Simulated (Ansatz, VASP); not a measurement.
# One calculation of Cu, two programs

The input INCAR:

```
SYSTEM = Cu
ALGO     = Normal         ! electronic algorithm
EDIFF    = 1E-6           ! SCF threshold, eV
ENCUT    = 520            ! plane-wave cutoff, eV
GGA      = PE             ! functional
ISIF     = 2              ! what is computed and relaxed
ISMEAR   = 0              ! smearing method
LASPH    = .TRUE.         ! aspherical terms in the spheres
LCHARG   = .FALSE.        ! write CHGCAR
LREAL    = .FALSE.        ! projectors in reciprocal space
LWAVE    = .FALSE.        ! write WAVECAR
NBANDS   = 12             ! bands
NELM     = 100            ! most SCF steps
PREC     = Accurate       ! precision mode
SIGMA    = 0.15           ! smearing width, eV
```

The input KPOINTS:

```
k-points
0
G
  24 24 24
  0 0 0
```

The input POSCAR:

```
Cu
1.0
   -1.4189181492      1.4189181492      1.3310047094
    1.4189181492     -1.4189181492      1.3310047094
    1.4189181492      1.4189181492     -1.3310047094
Cu
1
Direct
    0.0000000000      0.0000000000      0.0000000000
```

Input for Ansatz:

```yaml
crystal:
  lattice:
    - [-1.4189181492, 1.4189181492, 1.3310047094]
    - [1.4189181492, -1.4189181492, 1.3310047094]
    - [1.4189181492, 1.4189181492, -1.3310047094]
  atoms:
    - { symbol: Cu, position: [0.0, 0.0, 0.0] }
basis:
  ecutwfc: 520.0
kpoints:
  mp_grid: { grid: [24, 24, 24] }
hamiltonian:
  xc: pbe
  pseudopotentials: { kind: paw, azcp: { folder: soft_1 } }
scf:
  occupations: { method: gaussian, width: 0.15 }
output:
  forces: true
  stress: true
  eigenvalues: true
```

Alike in both runs: task single point; functional PBE; k mesh 24 × 24 × 24; occupations gaussian, width 0.15 eV; no spin polarisation.

|  | VASP | Ansatz |
| --- | --- | --- |
| version | VASP 6.6.1 | Ansatz 0.2.0 |
| potentials or method | VASP PAW PBE potentials, release 64 (Cu), cutoff 520 eV | scalar-relativistic, plane waves, PAW |
| valence electrons in the cell | 11 | 19 |

```csv
,VASP,Ansatz,Ansatz less VASP
gap on the k mesh at the Fermi level (eV),none,none,-
pressure (GPa),21.5,20.9,-0.68
"traceless stress, the component that is largest in VASP (GPa)",0.46,0.44,-0.019
```

A gap of «none» marks a metal or a gap that the smearing closes. VASP's potentials hold 11 valence electrons a cell and Ansatz's 19, so a difference there can come from the potentials and not from the codes.
